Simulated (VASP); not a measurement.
A run of VASP 6.6.1:

POSCAR

```
CdS
1.0
    0.0000000000      2.7724455593      2.7724455593
    2.7724455593      0.0000000000      2.7724455593
    2.7724455593      2.7724455593      0.0000000000
Cd S
1 1
Direct
    0.0000000000      0.0000000000      0.0000000000
    0.5000000000      0.5000000000      0.5000000000
```

File INCAR.step1:

```
PREC = Accurate ; ENCUT = 520
ISMEAR = 0 ; SIGMA = 0.05
LREAL = F ; LASPH = T
NELM = 60 ; NBANDS = 16
GGA = PE ; ALGO = Normal
EDIFF = 1E-4 ; LWAVE = T
LCHARG = F
```

The input INCAR.step2:

```
PREC = Accurate ; ENCUT = 520
EDIFF = 1E-6 ; ISMEAR = 0
SIGMA = 0.05 ; LREAL = F
LASPH = T ; NELM = 60
ALGO = Normal ; ISIF = 2
LWAVE = F ; LCHARG = T
METAGGA = R2SCAN ; LMIXTAU = T
LELF = T ; LVHAR = T
NBANDS = 16 ; ISTART = 1
```

KPOINTS

```
regular mesh
0
Gamma
  8 8 8
```

Potentials or basis: VASP PAW PBE potentials, release 64 (Cd, S).

The run is started by

```console
$ cat potpaw_PBE.64/Cd/POTCAR potpaw_PBE.64/S/POTCAR > POTCAR
$ cp INCAR.step1 INCAR
$ mpirun -np 1 vasp_std > vasp.out
$ cp INCAR.step2 INCAR
$ mpirun -np 1 vasp_std > vasp.out
```

Hardware: 1 thread of Intel(R) Xeon(R) Platinum 8375C CPU @ 2.90GHz (Ice Lake) (shared host).

Task: Estimate the wall time of this run.

Result: Wall time 71 s on 1 thread of Intel(R) Xeon(R) Platinum 8375C CPU @ 2.90GHz (Ice Lake), on a shared host, peak memory 0.17 GiB. Counts: k points 29.
